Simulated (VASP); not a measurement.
A run of VASP 6.6.1:

Contents of INCAR:

```
SYSTEM = LuF3
ALGO     = Normal         ! electronic algorithm
EDIFF    = 1E-7           ! SCF threshold, eV
EDIFFG   = -0.1           ! ionic threshold
ENCUT    = 1350           ! plane-wave cutoff, eV
GGA      = CA             ! functional
GGA_COMPAT= .FALSE.      
IBRION   = 2              ! ionic algorithm
ISIF     = 3              ! what is computed and relaxed
ISMEAR   = 0              ! smearing method
LASPH    = .TRUE.         ! aspherical terms in the spheres
LCHARG   = .FALSE.        ! write CHGCAR
LREAL    = .FALSE.        ! projectors in reciprocal space
LWAVE    = .FALSE.        ! write WAVECAR
NELM     = 120            ! most SCF steps
NELMIN   = 4            
NSW      = 80             ! ionic steps
PREC     = Accurate       ! precision mode
SIGMA    = 0.01           ! smearing width, eV
```

File KPOINTS:

```
k-points
0
G
  4 4 3
  0 0 0
```

Contents of POSCAR:

```
LuF3
1.0
    3.8158860000      0.0000000000      0.0000000000
   -1.9079430000      3.3046542139      0.0000000000
    0.0000000000      0.0000000000      4.2071870000
Lu F
1 3
Direct
    0.0000000000      0.0000000000      0.5000000000
    0.3333333333      0.6666666667      0.6099890000
    0.6666666667      0.3333333333      0.3900110000
    0.0000000000      0.0000000000      0.0000000000
```

Potentials or basis: VASP PAW PBE potentials, release 64 (Lu, F_h).

The run is started by

```bash
$ cat potpaw_PBE.64/Lu/POTCAR potpaw_PBE.64/F_h/POTCAR > POTCAR
$ mpirun -np 1 vasp_std > vasp.out
```

Hardware: 1 thread of AMD EPYC 7R13 Processor (Zen 3) (shared host).

Estimate the wall time of this run.

Wall time 2.1 min on 1 thread of AMD EPYC 7R13 Processor (Zen 3), with other jobs on the host, peak memory 0.29 GiB. Counts: scf iterations 27, k points 9, ion steps 2.
